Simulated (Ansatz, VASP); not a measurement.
## Two plane-wave programs on HRh8

File INCAR:

```
ALGO = Normal
DIPOL = 0.5 0.5 0.310
EDIFF = 1E-6
ENCUT = 520
GGA = PE
IDIPOL = 3
ISIF = 2
ISMEAR = 0
IVDW = 12
LASPH = T
LCHARG = T
LDIPOL = T
LELF = T
LREAL = F
LVACPOTAV = T
LVHAR = T
LWAVE = F
NBANDS = 70
NELM = 80
PREC = Accurate
SIGMA = 0.1
```

The input KPOINTS:

```
k-points
0
Gamma
  5 7 1
```

Contents of POSCAR:

```
HRh8
1.0
    5.3650160441      0.0000000000      0.0000000000
    0.0000000000      3.7936392259      0.0000000000
    0.0000000000      0.0000000000     21.2400770646
Rh H
8 1
Direct
    0.2500000000      0.5000000000      0.1883232338
    0.7500000000      0.5000000000      0.1883232338
    0.0000000000      0.0000000000      0.2514705570
    0.5000000000      0.0000000000      0.2514705570
    0.2500000000      0.5000000000      0.3153506346
    0.7500000000      0.5000000000      0.3153506346
    0.0000000000      0.0000000000      0.3738252475
    0.5000000000      0.0000000000      0.3738252475
    0.2500000000      0.1250000000      0.5291919154
```

Input for Ansatz:

```yaml
crystal:
  lattice:
    - [5.3650160441, 0.0, 0.0]
    - [0.0, 3.7936392259, 0.0]
    - [0.0, 0.0, 21.2400770646]
  atoms:
    - { symbol: Rh, position: [0.25, 0.5, 0.1883232338] }
    - { symbol: Rh, position: [0.75, 0.5, 0.1883232338] }
    - { symbol: Rh, position: [0.0, 0.0, 0.251470557] }
    - { symbol: Rh, position: [0.5, 0.0, 0.251470557] }
    - { symbol: Rh, position: [0.25, 0.5, 0.3153506346] }
    - { symbol: Rh, position: [0.75, 0.5, 0.3153506346] }
    - { symbol: Rh, position: [0.0, 0.0, 0.3738252475] }
    - { symbol: Rh, position: [0.5, 0.0, 0.3738252475] }
    - { symbol: H, position: [0.25, 0.125, 0.5291919154] }
basis:
  ecutwfc: 420
kpoints:
  mp_grid: { grid: [5, 7, 1] }
hamiltonian:
  xc: pbe
  pseudopotentials: { kind: paw, azcp: { folder: soft_1 } }
  dispersion: d3bj
scf:
  occupations: { method: gaussian, width: 0.1 }
output:
  forces: true
  eigenvalues: true
efield:
  axis: 3
  dipole_correction: true
  ramp_width: 0.04
```

Alike in both runs: task single point; functional PBE; dispersion D3(BJ); k mesh 5 × 7 × 1; occupations gaussian, width 0.1 eV; no spin polarisation.

```csv
,VASP,Ansatz
version,VASP 6.6.1,Ansatz 0.2.0
potentials or method,"VASP PAW PBE potentials, release 64 (Rh_pv, H), cutoff 520 eV","scalar-relativistic, plane waves, PAW"
valence electrons in the cell,121,137
```

VASP gave:

```
gap on the k mesh at the Fermi level (eV)  : none
rms of the force components (eV/Å)         : 0.283
work function, face that differs most (eV) : 4.58
```

What did Ansatz give for the same quantities?

gap on the k mesh at the Fermi level (eV): none; rms of the force components (eV/Å): 0.282; work function, face that differs most (eV): 4.58.

Atom by atom the forces differ by 0.002 eV/Å (rms over components). A gap of «none» marks a metal or a gap that the smearing closes. VASP's potentials hold 121 valence electrons a cell and Ansatz's 137, so a difference there can come from the potentials and not from the codes.
